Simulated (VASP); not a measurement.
# Be16Cl in VASP: further runs, part 2 of 2

VASP 6.6.1. Earlier steps stand in the parts before.

## 3. Single point, PBE+D3(BJ)

Input file INCAR:

```
SYSTEM = Be16Cl
PREC = Accurate
ENCUT = 520
EDIFF = 1E-7
ISMEAR = 0
SIGMA = 0.05
LREAL = Auto
LASPH = .True.
NELM = 80
ALGO = Normal
ISIF = 2
LWAVE = .False.
LCHARG = .False.
GGA = PE
IVDW = 12
NBANDS = 34
```

Input file KPOINTS:

```
regular mesh
0
Gamma
  5 5 1
  0 0 0
```

Input file POSCAR:

```
Be16Cl
1.0
    4.5800000000      0.0000000000      0.0000000000
    2.2900000000      3.9663960000      0.0000000000
    0.0000000000      0.0000000000     16.3826450000
Be Cl
16 1
Direct
   -0.1666666667      0.3333333333      0.0610402044
    0.3333333333      0.3333333333      0.0610402044
   -0.1666666667      0.8333333333      0.0610402044
    0.3333333333      0.8333333333      0.0610402044
   -0.0012861707      0.0020474506      0.1731079444
    0.5002519471      0.0002528744      0.1712388323
   -0.0010144555      0.4989869897      0.1721545575
    0.5020470833      0.4987136937      0.1731092873
   -0.1661976430      0.3338022729      0.2843589054
    0.3401887036      0.3281928985      0.2811721184
   -0.1718103530      0.8401914484      0.2811713249
    0.3323527851      0.8323503251      0.2786706298
    0.0093871616     -0.0118747599      0.3984047753
    0.4937846722     -0.0062134492      0.3843586918
    0.0082439663      0.5082500587      0.3826512752
    0.4881272206      0.5093866069      0.3984122222
    0.7430061525      0.2430405335      0.5023365275
```

Potentials or basis: VASP PAW PBE potentials, release 64 (Be, Cl).

Command:

```
$ cat potpaw_PBE.64/Be/POTCAR potpaw_PBE.64/Cl/POTCAR > POTCAR
$ mpirun -np 1 vasp_std > vasp.out
```

OUTCAR:

```text
SYSTEM = Be16Cl
   PREC = Accurate
   ENCUT = 520
   EDIFF = 1E-7
   ISMEAR = 0
   LREAL = Auto
   LASPH = .True.
   NELM = 80
   ISIF = 2
   GGA = PE
   IVDW = 12
 IVDW          = 12

 ion  position               nearest neighbor table
   1  0.833  0.333  0.061-   7 2.25   5 2.26   8 2.26   3 2.29   3 2.29   4 2.29   4 2.29   2 2.29
                             2 2.29
   2  0.333  0.333  0.061-   6 2.24   7 2.25   8 2.26   4 2.29   3 2.29   4 2.29   3 2.29   1 2.29
                             1 2.29
   3  0.833  0.833  0.061-   6 2.24   7 2.25   5 2.26   1 2.29   1 2.29   2 2.29   2 2.29   4 2.29
                             4 2.29
   4  0.333  0.833  0.061-   6 2.24   5 2.27   8 2.27   2 2.29   1 2.29   2 2.29   1 2.29   3 2.29
                             3 2.29
   5  0.999  0.002  0.173-  12 2.18  11 2.21   9 2.25   1 2.26   3 2.26   4 2.27   8 2.27   7 2.28
                             6 2.29   6 2.29   7 2.30   8 2.31
   6  0.500  0.000  0.171-  12 2.21  11 2.22  10 2.22   2 2.24   3 2.24   4 2.24   8 2.29   5 2.29
                             7 2.29   7 2.29   5 2.29   8 2.29
   7  0.999  0.499  0.172-  11 2.24  10 2.24   1 2.25   3 2.25   2 2.25   9 2.26   8 2.28   5 2.28
                             6 2.29   6 2.29   5 2.30   8 2.30
   8  0.502  0.499  0.173-  12 2.18  10 2.21   9 2.25   1 2.26   2 2.26   4 2.27   5 2.27   7 2.28
                             6 2.29   6 2.29   7 2.30   5 2.31
   9  0.834  0.334  0.284-  15 2.12   8 2.25   5 2.25   7 2.26  11 2.27  10 2.27  12 2.29  12 2.29
                            10 2.31  11 2.31  13 2.32  16 2.32
  10  0.340  0.328  0.281-  15 2.12  14 2.15   8 2.21   6 2.22  11 2.24   7 2.24   9 2.27  12 2.29
                            12 2.29   9 2.31  16 2.32  11 2.34
  11  0.828  0.840  0.281-  15 2.12  14 2.15   5 2.21   6 2.22  10 2.24   7 2.24   9 2.27  12 2.29
                            12 2.29   9 2.31  13 2.32  10 2.34
  12  0.332  0.832  0.279-  14 2.15   8 2.18   5 2.18   6 2.21  11 2.29  10 2.29  10 2.29  11 2.29
                             9 2.29   9 2.29  13 2.34  16 2.34
  13  0.009  0.988  0.398-  17 2.08  16 2.19  15 2.22  14 2.24   9 2.32  11 2.32  12 2.34  14 2.36
                            16 2.39
  14  0.494  0.994  0.384-  10 2.15  11 2.15  12 2.15  13 2.24  16 2.24  15 2.29  15 2.29  13 2.36
                            16 2.36
  15  0.008  0.508  0.383-  10 2.12  11 2.12   9 2.12  13 2.22  16 2.22  14 2.29  14 2.29
  16  0.488  0.509  0.398-  17 2.08  13 2.19  15 2.22  14 2.24   9 2.32  10 2.32  12 2.34  14 2.36
                            13 2.39
  17  0.743  0.243  0.502-  16 2.08  13 2.08

  LATTYP: Found a hexagonal cell.
 ALAT       =     4.5799996975
 C/A-ratio  =     3.5769969612

  Lattice vectors:

 A1 = (  -2.2900000000,  -3.9663960000,   0.0000000000)
 A2 = (   4.5800000000,   0.0000000000,   0.0000000000)
 A3 = (   0.0000000000,   0.0000000000,  16.3826450000)

Analysis of symmetry for initial positions (statically):
=====================================================================
 Subroutine PRICEL returns:
 Original cell was already a primitive cell.

 Routine SETGRP: Setting up the symmetry group for a
 hexagonal supercell.

 Subroutine GETGRP returns: Found  1 space group operations
 (whereof  1 operations were pure point group operations)
 out of a pool of 24 trial point group operations.

The static configuration has the point symmetry C_1 .

Analysis of symmetry for dynamics (positions and initial velocities):
=====================================================================
 Subroutine PRICEL returns:
 Original cell was already a primitive cell.

 Routine SETGRP: Setting up the symmetry group for a
 hexagonal supercell.

 Subroutine GETGRP returns: Found  1 space group operations
[... 107 lines left out ...]
   dimension x,y,z NGXF=    72 NGYF=   72 NGZF=  252
   ions per type =              16   1
   NGX,Y,Z   is equivalent  to a cutoff of  13.07, 13.07, 12.79 a.u.
   NGXF,Y,Z  is equivalent  to a cutoff of  26.13, 26.13, 25.57 a.u.
 SYSTEM =  Be16Cl
   PREC   = accura    normal or accurate (medium, high low for compatibility)
   ISTART =      0    job   : 0-new  1-cont  2-samecut
   ICHARG =      2    charge: 1-file 2-atom 10-const
   ISPIN  =      1    spin polarized calculation?
   LNONCOLLINEAR =      F non collinear calculations
   LSORBIT =      F    spin-orbit coupling
   LASPH  =      T    aspherical Exc in radial PAW
   ENCUT  =  520.0 eV  38.22 Ry    6.18 a.u.   8.52  8.52 30.46*2*pi/ulx,y,z
   NELM   =     80;   NELMIN=  2; NELMDL= -5     # of ELM steps
   EDIFF  = 0.1E-06   stopping-criterion for ELM
   LREAL  =      T    real-space projection
   EDIFFG = 0.1E-05   stopping-criterion for IOM
   NSW    =      0    number of steps for IOM
   IBRION =     -1    ionic relax: 0-MD 1-quasi-New 2-CG
   NFREE  =      0    steps in history (QN), initial steepest desc. (CG)
   ISIF   =      2    stress and relaxation
   ISYM   =      2    0-nonsym 1-usesym 2-fastsym
   POTIM  = 0.5000    time-step for ionic-motion
   TEBEG  =    0.0;   TEEND  =   0.0 temperature during run
   PSTRESS=    0.0 pullay stress
   NELECT =      39.0000    total number of electrons
   NUPDOWN=      -1.0000    fix difference up-down
   EMIN   =  10.00;   EMAX   =-10.00  energy-range for DOS
   EFERMI =   0.00;   METHOD = LEGACY
   ISMEAR =     0;   SIGMA  =   0.05  broadening in eV -4-tet -1-fermi 0-gaus
   EFERMI_NEDOS =   21; number of points for ismear=-14 and -15
   IALGO  =     38    algorithm
   IMIX   =      4    mixing-type and parameters
     AMIX     =   0.40;   BMIX     =  1.00
     AMIX_MAG =   1.60;   BMIX_MAG =  1.00
  volume/ion in A,a.u.               =      17.51       118.14
  Fermi-wavevector in a.u.,A,eV,Ry     =   0.831536  1.571376  9.407782  0.691453
  Thomas-Fermi vector in A             =   1.944440
   LORBIT       =      0    0 simple, 1 ext, 2 COOP (PROOUT), +10 PAW based schemes
   GGA     = PE    functional components
   LHFCALC =     F    Hartree Fock is set to
   AEXX    =    0.0000 exact exchange contribution
   IVDW    =    12    specifies the selected vdW correction
   LEPSILON=     F    determine dielectric tensor
   LRPA    =     F    only Hartree local field effects (RPA)
 non-spin polarized calculation
 Gauss-broadening in eV      SIGMA  =   0.05
  energy-cutoff  :      520.00
  volume of cell :      297.61
 maximum number of plane-waves:      8057
 NGX is ok and might be reduce to    36
   NGX = 17   NGY = 17   NGZ = 61

 number of electron      39.0000000 magnetization

 Free energy of the ion-electron system (eV)
  ---------------------------------------------------
  ext. energy  EPLUGINS =         0.00000000
  ---------------------------------------------------
  free energy    TOTEN  =       -59.39098923 eV

  energy without entropy =      -59.38143008  energy(sigma->0) =      -59.38620965

 E-fermi :   0.6450     XC(G=0):  -6.3560

 val. band max:        0.6255987070   @ k =  -0.4000   0.2000   0.0000
 cond. band min:       0.6615798946   @ k =   0.4000  -0.4000   0.0000
 fundamental gap:      0.0359811876
 Fermi energy:         0.6449545651

 k-point     1 :       0.0000    0.0000    0.0000
  band No.  band energies     occupation
      1     -15.8445      2.00000
      2      -9.6362      2.00000
      3      -8.1890      2.00000
      4      -6.2402      2.00000
      5      -4.8411      2.00000
      6      -4.0253      2.00000
[... 431 lines left out ...]
     30       6.1360      0.00000
     31       6.5234      0.00000
 [bands above 31 left out]

------------------------ aborting loop because EDIFF is reached ----------------------------------------

 Edisp (eV)   -4.32694

 E8    (eV) :    -1.5516

  FORCE on cell =-STRESS in cart. coord.  units (eV):
  Direction    XX          YY          ZZ          XY          YZ          ZX
  --------------------------------------------------------------------------------------
  -------------------------------------------------------------------------------------
  Total     -11.93160   -12.03964     0.25870     0.09367     0.01955     0.03521
  in kB     -64.23383   -64.81545     1.39272     0.50426     0.10524     0.18957
  external pressure =      -42.55 kB  Pullay stress =        0.00 kB

 VOLUME and BASIS-vectors are now :
 -----------------------------------------------------------------------------
  energy-cutoff  :      520.00
  volume of cell :      297.61
      direct lattice vectors                 reciprocal lattice vectors
     4.580000000  0.000000000  0.000000000     0.218340611 -0.126059022  0.000000000
     2.290000000  3.966396000  0.000000000     0.000000000  0.252118044  0.000000000
     0.000000000  0.000000000 16.382645000     0.000000000  0.000000000  0.061040204

 POSITION                                       TOTAL-FORCE (eV/Angst)
 -----------------------------------------------------------------------------------
      4.58000      1.32213      1.00000        -0.097466     -0.056230      0.099193
      2.29000      1.32213      1.00000         0.108220      0.005732     -0.045845
      5.72500      3.30533      1.00000         0.059039      0.090845     -0.045887
      3.43500      3.30533      1.00000        -0.071640     -0.041397     -0.031009
      4.57880      0.00812      2.83597        -0.006825      0.000573     -0.011004
      2.29173      0.00100      2.80534         0.009972      0.005762     -0.005944
[... 9 lines left out ...]
      3.40212      2.02043      6.52705        -0.007102     -0.002235     -0.006543
      3.95953      0.96399      8.22960         0.017057      0.009315      0.047317
 -----------------------------------------------------------------------------------
    total drift:                                0.000177      0.000089      0.002595

  FREE ENERGIE OF THE ION-ELECTRON SYSTEM (eV)
  ---------------------------------------------------
  free  energy   TOTEN  =       -63.7179243995 eV

  energy  without entropy=      -63.7083652501  energy(sigma->0) =      -63.71314482
```

Run time: 3.3 min. Hardware: 1 thread of Intel Xeon 6975P-C (Granite Rapids), shared host; peak memory 0.4 GiB.

What came out:

```yaml
Free_energy: -63.7179 eV
Largest_force: 0.150 eV/Å
Band_gap_on_the_k_mesh: zero (an odd number of electrons rules out a gap without spin polarisation)
Dispersion_energy_per_atom: -0.255 eV
```

Forces on the atoms (eV/Å):
```
Be  -0.097 -0.056  0.099
Be   0.108  0.006 -0.046
Be   0.059  0.091 -0.046
Be  -0.072 -0.041 -0.031
Be  -0.007  0.001 -0.011
Be   0.010  0.006 -0.006
Be   0.006  0.004  0.014
Be  -0.003 -0.006 -0.011
Be  -0.003 -0.002 -0.022
Be  -0.005 -0.005 -0.026
Be  -0.007 -0.002 -0.026
Be   0.003  0.002  0.005
Be  -0.006 -0.005 -0.006
Be   0.023  0.013  0.005
Be  -0.020 -0.012  0.067
Be  -0.007 -0.002 -0.007
Cl   0.017  0.009  0.047
```

Caveat: an odd number of electrons without spin polarisation forces a metal; a magnetic or distorted state may lie lower.
